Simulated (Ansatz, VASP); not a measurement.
**KBr in VASP and in Ansatz**

```xyz
2
Lattice="3.8951 0.0000 0.0000 0.0000 3.8951 0.0000 0.0000 0.0000 3.8951" Properties=species:S:1:pos:R:3 pbc="T T T"
K     0.0000    0.0000    0.0000
Br    1.9475    1.9475    1.9475
```

Alike in both runs: task single point; functional r2SCAN; k mesh 6 × 6 × 6; no spin polarisation.

|  | VASP | Ansatz |
| --- | --- | --- |
| version | VASP 6.6.1 | Ansatz 0.2.0 |
| potentials or method | VASP PAW PBE potentials, release 64 (K_sv, Br) | plane waves, PAW |
| plane-wave cutoff (eV) | 520 | 500 |
| occupations | gaussian, width 0.01 eV | fixed |
| valence electrons in the cell | 16 | 16 |

|  | VASP | Ansatz | Ansatz less VASP |
| --- | --- | --- | --- |
| gap on the k mesh at the Fermi level (eV) | 5.01 | 5.01 | -0.004 |
| pressure (GPa) | 1.4 | 1.4 | 0.00 |

VASP's potentials were made for PBE, not for r2SCAN.
